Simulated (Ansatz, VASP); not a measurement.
## One calculation of BaTiO3, two programs

```xyz
5
Lattice="2.8604 1.6514 2.3461 -2.8604 1.6514 2.3461 0.0000 -3.3029 2.3461" Properties=species:S:1:pos:R:3 pbc="T T T"
Ba    0.0000    0.0000    0.0189
Ti    0.0000    0.0000    3.5878
O     0.0000   -1.6335    4.6374
O    -1.4147    0.8168    4.6374
O     1.4147    0.8168    4.6374
```

Change from the starting cell: polar distortion scaled by 0.70 at the polar cell.

Alike in both runs: task single point; functional PBE; k mesh 6 × 6 × 6; no spin polarisation; Hubbard terms Ti d U = 4.0 eV.

|  | VASP | Ansatz |
| --- | --- | --- |
| version | VASP 6.6.1 | Ansatz 0.2.0 |
| potentials or method | VASP PAW PBE potentials, release 64 (Ba_sv, Ti_sv, O), cutoff 520 eV | scalar-relativistic, plane waves, PAW |
| occupations | gaussian, width 0.01 eV | fixed |
| valence electrons in the cell | 40 | 40 |

```tsv
	VASP	Ansatz	Ansatz less VASP
gap on the k mesh at the Fermi level (eV)	2.38	2.41	+0.032
least direct gap on the mesh (eV)	2.69	2.70	+0.008
pressure (GPa)	2.1	-1.3	-3.37
traceless stress, the component that is largest in VASP (GPa)	-0.46	-0.30	+0.160
rms of the force components (eV/Å)	0.099	0.065	-0.0340
```

The programs project onto different local orbitals, so the same U acts differently, and such runs can settle in different states. Atom by atom the forces differ by 0.164 eV/Å (rms over components).

Neither program's run includes spin-orbit coupling.
